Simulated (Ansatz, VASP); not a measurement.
# Two plane-wave programs on La

The input INCAR:

```
SYSTEM = La
PREC = Accurate
ENCUT = 520
EDIFF = 1E-8
ISMEAR = -1
SIGMA = 0.08
LREAL = .FALSE.
LASPH = .TRUE.
NELM = 60
ALGO = Normal
ISIF = 2
LWAVE = .FALSE.
LCHARG = .FALSE.
GGA = PS
LEFG = .TRUE.
NBANDS = 18
```

KPOINTS

```
Automatic mesh
0
G
  11 11 6
  0 0 0
```

The input POSCAR:

```
La
1.0
    3.7500020507      0.0000000000      0.0000000000
   -1.8750010253      3.2475970401      0.0000000000
    0.0000000000      0.0000000000      6.0700000000
La
2
Direct
    0.3333333333      0.6666666667      0.2500000000
    0.6666666667      0.3333333333      0.7500000000
```

Input for Ansatz:

```yaml
crystal:
  lattice:
    - [3.7500020507, 0.0, 0.0]
    - [-1.8750010253, 3.2475970401, 0.0]
    - [0.0, 0.0, 6.07]
  atoms:
    - { symbol: La, position: [0.3333333333, 0.6666666667, 0.25] }
    - { symbol: La, position: [0.6666666667, 0.3333333333, 0.75] }
kpoints:
  mp_grid: { grid: [11, 11, 6] }
  band_path:
    path:
      - [0.0, 0.0, 0.0]
      - [0.5, 0.0, 0.0]
      - [0.3333333333, 0.3333333333, 0.0]
      - [0.0, 0.0, 0.0]
      - [0.0, 0.0, 0.5]
      - [0.5, 0.0, 0.5]
      - [0.3333333333, 0.3333333333, 0.5]
      - [0.0, 0.0, 0.5]
      - [0.5, 0.0, 0.5]
    npoints: 5
scf:
  occupations: { method: fermi_dirac, width: 0.08 }
hamiltonian:
  xc: pbesol
  pseudopotentials: { kind: paw }
output:
  forces: true
  stress: true
  eigenvalues: true
  efg: { contact_densities: true }
```

Alike in both runs: task electric field gradients; functional PBEsol; k mesh 11 × 11 × 6; occupations fermi-dirac, width 0.08 eV; no spin polarisation.

|  | VASP | Ansatz |
| --- | --- | --- |
| version | VASP 6.6.1 | Ansatz 0.2.0 |
| potentials or method | VASP PAW PBE potentials, release 64 (La) | PAW with Ansatz's default frozen-core files, scalar-relativistic |
| plane-wave cutoff (eV) | 520 | 420 |
| valence electrons in the cell | 22 | 22 |

|  | VASP | Ansatz | Ansatz less VASP |
| --- | --- | --- | --- |
| pressure (GPa) | -1.6 | -1.6 | -0.04 |
| traceless stress, the component that is largest in VASP (GPa) | -0.06 | -0.08 | -0.016 |
| size of Vzz on the site where it differs most (V/Å²) | 11.4 | 10.5 | -0.96 |

VASP's potentials were made for PBE, not for PBEsol. The functional is the same, so the differences come from potentials, cutoffs and numerics.

Spin-orbit coupling is off throughout.
